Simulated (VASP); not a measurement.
**CsPbCl3: relaxation of cell and atoms with r2SCAN**

The system is CsPbCl3.

```
Cs Pb Cl
1.0
     5.74026    0.00000    0.00000
     0.00000    5.74026    0.00000
     0.00000    0.00000    5.74026
Cs Pb Cl
1 1 3
Direct
  0.00000 0.00000 0.00000
  0.50000 0.50000 0.50000
  0.50000 0.50000 0.00000
  0.00000 0.50000 0.50000
  0.50000 0.00000 0.50000
```

| Property | Result |
| --- | --- |
| Program | VASP 6.6.1 |
| Task | relaxation of cell and atoms |
| Functional | r2SCAN |
| Potentials or basis | VASP PAW PBE potentials, release 64 (Cs_sv, Pb_d, Cl) |
| Cutoff | 600 eV |
| k mesh | 4 × 4 × 4 |
| Occupations | fermi-dirac, width 0.02 eV |
| Spin | no spin polarisation |
| Dipole correction | no |
| Further INCAR settings | ALGO = Normal; EDIFF = 1e-06; IBRION = 2; EDIFFG = -0.005; NSW = 80; ISIF = 3 |

| Property | Result |
| --- | --- |
| Relaxed volume | 36.64 Å³/atom |
| Relaxed cell | a = 5.679 Å, b = 5.679 Å, c = 5.679 Å, α = 90.00°, β = 90.00°, γ = 90.00° |
| Space group after relaxing (to 0.1 Å) | Pm-3m (No. 221) |
| Energy gained by relaxing | 2.9 meV/atom |
| Ionic steps | 3 |
| Pressure after relaxing | 0.0 GPa |
| Band gap on the k mesh | 2.48 eV |

The path:
```
step  energy change (eV)  largest force (eV/Å)  pressure (GPa)  volume (Å³)
   1              0.0000                0.0000           -0.75       189.15
   2             -0.0139                0.0000           -0.16       184.34
   3             -0.0145                0.0000           -0.01       183.18
```

Final structure:
```
Cs Pb Cl
1.0
     5.67923    0.00000    0.00000
     0.00000    5.67923    0.00000
     0.00000    0.00000    5.67923
Cs Pb Cl
1 1 3
Direct
  0.00000 0.00000 0.00000
  0.50000 0.50000 0.50000
  0.50000 0.50000 0.00000
  0.00000 0.50000 0.50000
  0.50000 0.00000 0.50000
```

Levels at points of the mesh, in eV from the valence-band top:
| k point | band 18 | band 19 | band 20 | band 21 | band 22 | band 23 | band 24 | band 25 | band 26 |
| --- | --- | --- | --- | --- | --- | --- | --- | --- | --- |
| (0.00, 0.00, 0.00) | -2.52 | -2.52 | -2.42 | -2.42 | -2.42 | 4.01 | 4.92 | 4.92 | 5.90 |
| (0.50, 0.00, 0.00) | -2.61 | -2.61 | -2.52 | -2.52 | -1.63 | 3.51 | 5.33 | 5.82 | 5.82 |
| (0.50, 0.50, 0.00) | -2.69 | -2.69 | -2.67 | -2.12 | -0.79 | 3.03 | 3.03 | 5.41 | 6.08 |
| (0.50, 0.50, 0.50) | -2.66 | -2.11 | -2.11 | -2.11 | 0.00 | 2.48 | 2.48 | 2.48 | 5.89 |

It took 6 min on 1 thread of Intel(R) Xeon(R) Platinum 8488C (Sapphire Rapids), on a shared host, peak memory 0.4 GiB.

Caveat: the PAW data sets were made with another functional, which shifts forces and pressure a little; spin-orbit coupling is left out, which moves the levels of the heavy elements. r2SCAN opens gaps a little over a GGA but as a rule still falls short of measured ones.
